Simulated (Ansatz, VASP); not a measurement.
Mo in VASP and in Ansatz

```xyz
5
Lattice="4.4701 0.0000 0.0000 -2.2351 3.8712 0.0000 0.0000 0.0000 19.6498" Properties=species:S:1:pos:R:3 pbc="T T T"
Mo    3.3526    0.6452    8.0000
Mo   -1.1175    3.2260    8.9124
Mo    1.1175    1.9356    9.8249
Mo    3.3526    0.6452   10.7374
Mo   -1.1175    3.2260   11.6498
```

Alike in both runs: task single point; functional PBE; k mesh 10 × 10 × 1; occupations fermi-dirac, width 0.1 eV; no spin polarisation.

|  | VASP | Ansatz |
| --- | --- | --- |
| version | VASP 6.6.1 | Ansatz 0.2.0 |
| potentials or method | VASP PAW PBE potentials, release 64 (Mo_sv), cutoff 520 eV | all-electron LAPW, scalar-relativistic |

Ansatz gave:

- rms of the force components (eV/Å): 1.025

Task: Estimate VASP's values.

Result: rms of the force components (eV/Å): 1.017.

Atom by atom the forces differ by 0.008 eV/Å (rms over components). Ansatz ran all-electron here, and VASP with PAW potentials.
